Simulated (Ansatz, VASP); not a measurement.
NbCrCl in VASP and in Ansatz

```
Nb Cr Cl
1.0
     4.71429    0.00000    0.00000
     0.00000    4.71429    0.00000
     0.00000    0.00000    4.83157
Nb Cr Cl
1 1 1
Direct
  0.50000 0.50000 0.00000
  0.00000 0.00000 0.00000
  0.50000 0.50000 0.50000
```

Alike in both runs: task relaxation of cell and atoms; functional PBE; k mesh 4 × 4 × 4; occupations gaussian, width 0.1 eV; collinear spin.

|  | VASP | Ansatz |
| --- | --- | --- |
| version | VASP 6.6.1 | Ansatz 0.2.0 |
| potentials or method | VASP PAW PBE potentials, release 64 (Nb_sv, Cr_pv, Cl), cutoff 600 eV | scalar-relativistic, plane waves, PAW |
| valence electrons in the cell | 32 | 34 |

```csv
,VASP,Ansatz,Ansatz less VASP
"gap on the k mesh at the Fermi level, each at its own relaxed structure (eV)",none,none,-
net moment per atom (μB),0.89,0.89,-0.003
size of the moment on the site where the two differ most (μB),0.66,0.51,-0.145
relaxed volume (Å³/atom),21.71,21.67,-0.040
relaxed length of the cell vector where the two differ most in proportion (Å),3.667,3.661,-0.0057
```

Site moments also hang on the region over which each program counts them. A gap of «none» marks a metal or a gap that the smearing closes. VASP's potentials hold 32 valence electrons a cell and Ansatz's 34, so a difference there can come from the potentials and not from the codes.

Noted on VASP's run: the volume moved by over 15 % at a fixed basis, so the end points are rough.
